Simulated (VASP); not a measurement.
# Au (Fm-3m) in VASP: further runs

The runs below take Au through single point, relaxation of cell and atoms, with PBE.

Program: VASP 6.6.1. These are calculated values, not measurements. Logs are shortened: lines on timing, memory, paths and dates and some standing lists are left out, and cuts for length are marked.

**1. The cell of the first run**

It takes space group Fm-3m (No. 225, cubic). Conventional cell: a = 4.158 Å, b = 4.158 Å, c = 4.158 Å, α = 90.00°, β = 90.00°, γ = 90.00°. Au (site symmetry m-3m) has 12 Au at 2.94 Å within 3.9 Å.

**2. Single point, PBE**

INCAR

```
SYSTEM = Au
PREC = Accurate ; ENCUT = 520
EDIFF = 1E-6 ; ISMEAR = 0
SIGMA = 0.1 ; LREAL = .FALSE.
LASPH = .TRUE. ; NELM = 80
ALGO = Fast ; ISIF = 2
LWAVE = .FALSE. ; LCHARG = .TRUE.
GGA = PE ; LELF = .TRUE.
LVHAR = .TRUE. ; NBANDS = 12
```

KPOINTS

```
Automatic mesh
0
G
  18 18 18
  0 0 0
```

POSCAR

```
Au
1.0
    0.0000000000      2.0789480831      2.0789480831
    2.0789480831      0.0000000000      2.0789480831
    2.0789480831      2.0789480831      0.0000000000
Au
1
Direct
    0.0000000000      0.0000000000      0.0000000000
```

Potentials or basis: VASP PAW PBE potentials, release 64 (Au).

Started as:

```sh
$ cat potpaw_PBE.64/Au/POTCAR > POTCAR
$ mpirun -np 1 vasp_std > vasp.out
```

OUTCAR:

```text
SYSTEM = Au
   PREC = Accurate
   ENCUT = 520
   EDIFF = 1E-6
   ISMEAR = 0
   LREAL = .FALSE.
   LASPH = .TRUE.
   NELM = 80
   ISIF = 2
   GGA = PE

 ion  position               nearest neighbor table
   1  0.000  0.000  0.000-

  LATTYP: Found a face centered cubic cell.
 ALAT       =     4.1578961662

  Lattice vectors:

 A1 = (   0.0000000000,   2.0789480831,   2.0789480831)
 A2 = (   2.0789480831,   0.0000000000,   2.0789480831)
 A3 = (   2.0789480831,   2.0789480831,   0.0000000000)

Analysis of symmetry for initial positions (statically):
=====================================================================
 Subroutine PRICEL returns:
 Original cell was already a primitive cell.

 Routine SETGRP: Setting up the symmetry group for a
 face centered cubic supercell.

 Subroutine GETGRP returns: Found 48 space group operations
 (whereof 48 operations were pure point group operations)
 out of a pool of 48 trial point group operations.

The static configuration has the point symmetry O_h .

Analysis of symmetry for dynamics (positions and initial velocities):
=====================================================================
 Subroutine PRICEL returns:
 Original cell was already a primitive cell.

 Routine SETGRP: Setting up the symmetry group for a
 face centered cubic supercell.

 Subroutine GETGRP returns: Found 48 space group operations
 (whereof 48 operations were pure point group operations)
 out of a pool of 48 trial point group operations.

The dynamic configuration has the point symmetry O_h .

 Subroutine INISYM returns: Found 48 space group operations
 (whereof 48 operations are pure point group operations),
 and found     1 'primitive' translations

----------------------------------------------------------------------------------------

                                     Primitive cell

  volume of cell :      17.9705

  direct lattice vectors                    reciprocal lattice vectors
     0.000000000  2.078948083  2.078948083    -0.240506246  0.240506246  0.240506246
     2.078948083  0.000000000  2.078948083     0.240506246 -0.240506246  0.240506246
     2.078948083  2.078948083  0.000000000     0.240506246  0.240506246 -0.240506246

  length of vectors
     2.940076575  2.940076575  2.940076575     0.416569038  0.416569038  0.416569038

  position of ions in fractional coordinates (direct lattice)
     0.000000000  0.000000000  0.000000000

  ion indices of the primitive-cell ions
   primitive index   ion index
                 1           1

----------------------------------------------------------------------------------------

 KPOINTS: Automatic mesh

Automatic generation of k-mesh.
 Grid dimensions read from file:
 generate k-points for:   18   18   18

 Generating k-lattice:

  Cartesian coordinates                     Fractional coordinates (reciprocal lattice)
    -0.013361458  0.013361458  0.013361458     0.055555556  0.000000000  0.000000000
     0.013361458 -0.013361458  0.013361458     0.000000000  0.055555556  0.000000000
     0.013361458  0.013361458 -0.013361458     0.000000000  0.000000000  0.055555556

  Length of vectors
     0.023142724  0.023142724  0.023142724

  Shift w.r.t. Gamma in fractional coordinates (k-lattice)
     0.000000000  0.000000000  0.000000000

 Subroutine IBZKPT returns following result:
 ===========================================

 Found    195 irreducible k-points:

 Following reciprocal coordinates:
            Coordinates               Weight
  0.000000  0.000000  0.000000      1.000000
  0.055556  0.000000  0.000000      8.000000
  0.111111  0.000000  0.000000      8.000000
  0.166667  0.000000  0.000000      8.000000
  0.222222  0.000000  0.000000      8.000000
  0.277778  0.000000  0.000000      8.000000
[... 16 lines left out ...]
 -0.277778  0.055556  0.000000     24.000000
 -0.222222  0.055556  0.000000     24.000000
 [... further k-points ...]
   k-points           NKPTS =    195   k-points in BZ     NKDIM =    195   number of bands    NBANDS=     12
   number of dos      NEDOS =    301   number of ions     NIONS =      1
   total plane-waves  NPLWV =  13824
   dimension x,y,z NGX =    24 NGY =   24 NGZ =   24
   dimension x,y,z NGXF=    48 NGYF=   48 NGZF=   48
   ions per type =               1
   NGX,Y,Z   is equivalent  to a cutoff of  13.57, 13.57, 13.57 a.u.
   NGXF,Y,Z  is equivalent  to a cutoff of  27.14, 27.14, 27.14 a.u.
 SYSTEM =  Au
   PREC   = accura    normal or accurate (medium, high low for compatibility)
   ISTART =      0    job   : 0-new  1-cont  2-samecut
   ICHARG =      2    charge: 1-file 2-atom 10-const
   ISPIN  =      1    spin polarized calculation?
   LNONCOLLINEAR =      F non collinear calculations
   LSORBIT =      F    spin-orbit coupling
   LASPH  =      T    aspherical Exc in radial PAW
   ENCUT  =  520.0 eV  38.22 Ry    6.18 a.u.   5.47  5.47  5.47*2*pi/ulx,y,z
   NELM   =     80;   NELMIN=  2; NELMDL= -5     # of ELM steps
   EDIFF  = 0.1E-05   stopping-criterion for ELM
   LREAL  =      F    real-space projection
   EDIFFG = 0.1E-04   stopping-criterion for IOM
   NSW    =      0    number of steps for IOM
   IBRION =     -1    ionic relax: 0-MD 1-quasi-New 2-CG
   NFREE  =      0    steps in history (QN), initial steepest desc. (CG)
   ISIF   =      2    stress and relaxation
   ISYM   =      2    0-nonsym 1-usesym 2-fastsym
   POTIM  = 0.5000    time-step for ionic-motion
   TEBEG  =    0.0;   TEEND  =   0.0 temperature during run
   PSTRESS=    0.0 pullay stress
   NELECT =      11.0000    total number of electrons
   NUPDOWN=      -1.0000    fix difference up-down
   EMIN   =  10.00;   EMAX   =-10.00  energy-range for DOS
   EFERMI =   0.00;   METHOD = LEGACY
   ISMEAR =     0;   SIGMA  =   0.10  broadening in eV -4-tet -1-fermi 0-gaus
   EFERMI_NEDOS =   21; number of points for ismear=-14 and -15
   IALGO  =     68    algorithm
   IMIX   =      4    mixing-type and parameters
     AMIX     =   0.40;   BMIX     =  1.00
     AMIX_MAG =   1.60;   BMIX_MAG =  1.00
  volume/ion in A,a.u.               =      17.97       121.27
  Fermi-wavevector in a.u.,A,eV,Ry     =   1.390013  2.626743 26.288295  1.932135
  Thomas-Fermi vector in A             =   2.513988
   LORBIT       =      0    0 simple, 1 ext, 2 COOP (PROOUT), +10 PAW based schemes
   GGA     = PE    functional components
   LHFCALC =     F    Hartree Fock is set to
   AEXX    =    0.0000 exact exchange contribution
   IVDW    =     0    specifies the selected vdW correction
   LEPSILON=     F    determine dielectric tensor
   LRPA    =     F    only Hartree local field effects (RPA)
 non-spin polarized calculation
 RMM-DIIS sequential band-by-band and
 Gauss-broadening in eV      SIGMA  =   0.10
  energy-cutoff  :      520.00
  volume of cell :       17.97
 maximum number of plane-waves:       531
 NGX is ok and might be reduce to    24
   NGX = 11   NGY = 11   NGZ = 11

 number of electron      11.0000001 magnetization

 Free energy of the ion-electron system (eV)
  ---------------------------------------------------
  ext. energy  EPLUGINS =         0.00000000
  ---------------------------------------------------
  free energy    TOTEN  =        -3.22236577 eV

  energy without entropy =       -3.22109941  energy(sigma->0) =       -3.22173259

 E-fermi :   8.5659     XC(G=0): -12.4008

 val. band max:        8.5506408189   @ k =   0.5000   0.2778   0.1111
 cond. band min:       8.5948919964   @ k =   0.5000   0.1667   0.0556
 fundamental gap:      0.0442511774
 Fermi energy:         8.5659427705

 k-point     1 :       0.0000    0.0000    0.0000
  band No.  band energies     occupation
      1      -0.6930      2.00000
      2       4.1966      2.00000
      3       4.1966      2.00000
      4       4.1966      2.00000
      5       5.5751      2.00000
      6       5.5751      2.00000
      7      23.1956      0.00000
      8      26.8894      0.00000
      9      26.8894      0.00000
     10      26.8894      0.00000
     11      31.6284      0.00000
     12      35.7092      0.00000

 k-point     2 :       0.0556    0.0000    0.0000
  band No.  band energies     occupation
      1      -0.5901      2.00000
      2       4.1649      2.00000
      3       4.2311      2.00000
      4       4.2311      2.00000
      5       5.5600      2.00000
      6       5.5600      2.00000
      7      23.3076      0.00000
      8      26.1721      0.00000
      9      27.0011      0.00000
     10      27.0011      0.00000
     11      32.1898      0.00000
     12      34.4744      0.00000

 k-point     3 :       0.1111    0.0000    0.0000
  band No.  band energies     occupation
      1      -0.2893      2.00000
      2       4.0845      2.00000
      3       4.3210      2.00000
      4       4.3210      2.00000
      5       5.5294      2.00000
      6       5.5294      2.00000
      7      23.5193      0.00000
      8      24.7205      0.00000
      9      27.3120      0.00000
     10      27.3120      0.00000
     11      31.7554      0.00000
     12      33.8630      0.00000
[... 286 lines left out ...]
 k-point    23 :      -0.2778    0.0556    0.0000
  band No.  band energies     occupation
      1       1.5078      2.00000
      2       4.2550      2.00000
      3       4.4447      2.00000
      4       4.4481      2.00000
      5       5.7540      2.00000
      6       6.2400      2.00000
      7      17.6740      0.00000
      8      23.7497      0.00000
      9      26.0275      0.00000
     10      28.5062      0.00000
     11      29.8185      0.00000
     12      31.1908      0.00000

 k-point    24 :      -0.2222    0.0556    0.0000
  band No.  band energies     occupation
      1       1.0280      2.00000
      2       3.9676      2.00000
      3       4.4796      2.00000
      4       4.5118      2.00000
      5       5.4961      2.00000
      6       5.9342      2.00000
      7      19.8484      0.00000
      8      24.1058      0.00000
      9      26.6334      0.00000
     10      29.0704      0.00000
     11      29.3886      0.00000
     12      30.9426      0.00000

 [... further k-points ...]
[... 5 lines left out ...]
  --------------------------------------------------------------------------------------
  -------------------------------------------------------------------------------------
  Total       -0.0189375     -0.0189375     -0.0189375      0.0000000     -0.0000000     -0.0000000
  in kB       -1.6883866     -1.6883866     -1.6883866      0.0000000     -0.0000000     -0.0000000
  external PRESSURE =      -1.6883866 kB  Pullay stress =       0.0000000 kB

 VOLUME and BASIS-vectors are now :
 -----------------------------------------------------------------------------
  energy-cutoff  :      520.00
  volume of cell :       17.97
      direct lattice vectors                 reciprocal lattice vectors
     0.000000000  2.078948083  2.078948083    -0.240506246  0.240506246  0.240506246
     2.078948083  0.000000000  2.078948083     0.240506246 -0.240506246  0.240506246
     2.078948083  2.078948083  0.000000000     0.240506246  0.240506246 -0.240506246

 POSITION                                       TOTAL-FORCE (eV/Angst)
 -----------------------------------------------------------------------------------
      0.00000      0.00000      0.00000         0.000000      0.000000      0.000000
 -----------------------------------------------------------------------------------
    total drift:                               -0.000000     -0.000000     -0.000000

  FREE ENERGIE OF THE ION-ELECTRON SYSTEM (eV)
  ---------------------------------------------------
  free  energy   TOTEN  =        -3.2223657717 eV

  energy  without entropy=       -3.2210994125  energy(sigma->0) =       -3.22173259
```

Wall time 20 s (1 thread of Intel Xeon Platinum 8488C (Sapphire Rapids), shared host); peak memory 0.17 GiB.

What came out:

* Free energy: -3.2224 eV
* Pressure: -0.2 GPa

Caveat: spin-orbit coupling is left out, which moves the levels of the heavy elements.

**3. Single point, PBE**

This run uses another cell than the first one, of 18.14 Å³/atom, 1.010 times its volume.

INCAR

```
ALGO = Fast
EDIFF = 1E-7
ENCUT = 520
GGA = PE
ISIF = 2
ISMEAR = 0
LASPH = T
LCHARG = F
LREAL = F
LWAVE = F
NBANDS = 12
NELM = 100
PREC = Accurate
SIGMA = 0.1
```

KPOINTS

```
k-points
0
Gamma
  8 8 8
```

POSCAR

```
Au
1.0
    0.0000000000      2.0856442700      2.0856442700
    2.0856442700      0.0000000000      2.0856442700
    2.0856442700      2.0856442700      0.0000000000
Au
1
Direct
    0.0000000000      0.0000000000      0.0000000000
```

Potentials or basis: VASP PAW PBE potentials, release 64 (Au).

Started as:

```sh
$ cat potpaw_PBE.64/Au/POTCAR > POTCAR
$ mpirun -np 1 vasp_std > vasp.out
```

OUTCAR:

```text
EDIFF = 1E-7
   ENCUT = 520
   GGA = PE
   ISIF = 2
   ISMEAR = 0
   LASPH = T
   LREAL = F
   NELM = 100
   PREC = Accurate

 ion  position               nearest neighbor table
   1  0.000  0.000  0.000-

  LATTYP: Found a face centered cubic cell.
 ALAT       =     4.1712885400

  Lattice vectors:

 A1 = (   0.0000000000,   2.0856442700,   2.0856442700)
 A2 = (   2.0856442700,   0.0000000000,   2.0856442700)
 A3 = (   2.0856442700,   2.0856442700,   0.0000000000)

Analysis of symmetry for initial positions (statically):
=====================================================================
 Subroutine PRICEL returns:
 Original cell was already a primitive cell.

 Routine SETGRP: Setting up the symmetry group for a
 face centered cubic supercell.

 Subroutine GETGRP returns: Found 48 space group operations
 (whereof 48 operations were pure point group operations)
 out of a pool of 48 trial point group operations.

The static configuration has the point symmetry O_h .

Analysis of symmetry for dynamics (positions and initial velocities):
=====================================================================
 Subroutine PRICEL returns:
 Original cell was already a primitive cell.

 Routine SETGRP: Setting up the symmetry group for a
 face centered cubic supercell.

 Subroutine GETGRP returns: Found 48 space group operations
 (whereof 48 operations were pure point group operations)
 out of a pool of 48 trial point group operations.

The dynamic configuration has the point symmetry O_h .

 Subroutine INISYM returns: Found 48 space group operations
 (whereof 48 operations are pure point group operations),
 and found     1 'primitive' translations

----------------------------------------------------------------------------------------

                                     Primitive cell

  volume of cell :      18.1447

  direct lattice vectors                    reciprocal lattice vectors
     0.000000000  2.085644270  2.085644270    -0.239734075  0.239734075  0.239734075
     2.085644270  0.000000000  2.085644270     0.239734075 -0.239734075  0.239734075
[... 108 lines left out ...]
   GGA     = PE    functional components
   LHFCALC =     F    Hartree Fock is set to
   AEXX    =    0.0000 exact exchange contribution
   IVDW    =     0    specifies the selected vdW correction
   LEPSILON=     F    determine dielectric tensor
   LRPA    =     F    only Hartree local field effects (RPA)
 non-spin polarized calculation
 RMM-DIIS sequential band-by-band and
 Gauss-broadening in eV      SIGMA  =   0.10
  energy-cutoff  :      520.00
  volume of cell :       18.14
 maximum number of plane-waves:       531
 NGX is ok and might be reduce to    24
   NGX = 11   NGY = 11   NGZ = 11

 number of electron      11.0000001 magnetization

 Free energy of the ion-electron system (eV)
  ---------------------------------------------------
  ext. energy  EPLUGINS =         0.00000000
  ---------------------------------------------------
  free energy    TOTEN  =        -3.18787473 eV

  energy without entropy =       -3.18478376  energy(sigma->0) =       -3.18632925

 E-fermi :   8.3599     XC(G=0): -12.3423

 val. band max:        8.2855652907   @ k =   0.5000   0.2500   0.1250
 cond. band min:       8.5645063504   @ k =   0.5000   0.3750   0.1250
 fundamental gap:      0.2789410597
 Fermi energy:         8.3598695667

 k-point     1 :       0.0000    0.0000    0.0000
  band No.  band energies     occupation
      1      -0.7462      2.00000
      2       4.0995      2.00000
      3       4.0995      2.00000
      4       4.0995      2.00000
      5       5.4556      2.00000
      6       5.4556      2.00000
      7      23.0532      0.00000
      8      26.6913      0.00000
      9      26.6913      0.00000
     10      26.6913      0.00000
     11      31.3997      0.00000
     12      35.3899      0.00000
[... 331 lines left out ...]
 k-point    24 :      -0.3750    0.2500    0.1250
  band No.  band energies     occupation
      1       2.6491      2.00000
      2       3.5139      2.00000
      3       4.5286      2.00000
      4       4.8564      2.00000
      5       6.4100      2.00000
      6      11.0679      0.00000
      7      11.2602      0.00000
      8      20.1592      0.00000
      9      21.2234      0.00000
     10      25.8084      0.00000
     11      31.6620      0.00000
     12      34.7121      0.00000

 [... further k-points ...]
[... 5 lines left out ...]
  --------------------------------------------------------------------------------------
  -------------------------------------------------------------------------------------
  Total       -0.0916708     -0.0916708     -0.0916708     -0.0000000     -0.0000000      0.0000000
  in kB       -8.0945141     -8.0945141     -8.0945141     -0.0000000     -0.0000000      0.0000000
  external PRESSURE =      -8.0945141 kB  Pullay stress =       0.0000000 kB

 VOLUME and BASIS-vectors are now :
 -----------------------------------------------------------------------------
  energy-cutoff  :      520.00
  volume of cell :       18.14
      direct lattice vectors                 reciprocal lattice vectors
     0.000000000  2.085644270  2.085644270    -0.239734075  0.239734075  0.239734075
     2.085644270  0.000000000  2.085644270     0.239734075 -0.239734075  0.239734075
     2.085644270  2.085644270  0.000000000     0.239734075  0.239734075 -0.239734075

 POSITION                                       TOTAL-FORCE (eV/Angst)
 -----------------------------------------------------------------------------------
      0.00000      0.00000      0.00000        -0.000000     -0.000000     -0.000000
 -----------------------------------------------------------------------------------
    total drift:                               -0.000000      0.000000      0.000000

  FREE ENERGIE OF THE ION-ELECTRON SYSTEM (eV)
  ---------------------------------------------------
  free  energy   TOTEN  =        -3.1878747318 eV

  energy  without entropy=       -3.1847837583  energy(sigma->0) =       -3.18632925
```

OSZICAR:

```text
N       E                     dE             d eps       ncg     rms          rms(c)
DAV:   1     0.471318230480E+02    0.47132E+02   -0.53835E+03   736   0.797E+02
DAV:   2    -0.278802610931E+01   -0.49920E+02   -0.47199E+02   816   0.182E+02
DAV:   3    -0.344269120479E+01   -0.65467E+00   -0.65428E+00   848   0.196E+01
DAV:   4    -0.344487754052E+01   -0.21863E-02   -0.21863E-02   828   0.133E+00
DAV:   5    -0.344489437001E+01   -0.16829E-04   -0.16829E-04   868   0.113E-01    0.782E+00
RMM:   6    -0.320419331321E+01    0.24070E+00   -0.30055E-01   704   0.454E+00    0.508E+00
RMM:   7    -0.318955831929E+01    0.14635E-01   -0.32920E-02   740   0.170E+00    0.261E+00
RMM:   8    -0.318791391699E+01    0.16444E-02   -0.27492E-03   756   0.433E-01    0.326E-01
RMM:   9    -0.318786931439E+01    0.44603E-04   -0.38186E-04   800   0.167E-01    0.107E-01
RMM:  10    -0.318787321600E+01   -0.39016E-05   -0.55527E-05   779   0.559E-02    0.487E-02
RMM:  11    -0.318787454031E+01   -0.13243E-05   -0.12232E-05   804   0.223E-02    0.992E-03
RMM:  12    -0.318787466293E+01   -0.12262E-06   -0.10002E-06   722   0.628E-03    0.108E-02
RMM:  13    -0.318787473175E+01   -0.68817E-07   -0.32271E-07   636   0.395E-03
   1 F= -.31878747E+01 E0= -.31863292E+01  d E =-.309097E-02
```

stdout:

```text
POSCAR found type information on POSCAR Au
 POSCAR found :  1 types and       1 ions
 scaLAPACK will be used
 LDA part: xc-table for (Slater+PW92), standard interpolation
 POSCAR, INCAR and KPOINTS ok, starting setup
 FFT: planning ... GRIDC
 FFT: planning ... GRID_SOFT
 FFT: planning ... GRID
 WAVECAR not read
 entering main loop
```

It took 3.2 s on 1 thread of Intel Xeon 6975P-C (Granite Rapids), shared host; peak memory 0.14 GiB.

Results:

- Free energy: -3.1879 eV
- Pressure: -0.8 GPa

Levels at points of the mesh, in eV from the Fermi level:
| k point | band 4 | band 5 | band 6 | band 7 | band 8 | band 9 |
| --- | --- | --- | --- | --- | --- | --- |
| (0.00, 0.00, 0.00) | -4.26 | -2.90 | -2.90 | 14.69 | 18.33 | 18.33 |
| (0.50, 0.00, 0.00) | -1.83 | -1.83 | -0.57 | 2.85 | 14.13 | 16.76 |
| (0.50, 0.50, 0.00) | -1.54 | -1.54 | 1.30 | 5.39 | 9.93 | 9.93 |

Caveat: spin-orbit coupling is left out, which moves the levels of the heavy elements.

(Continued in part 2 of 2.)
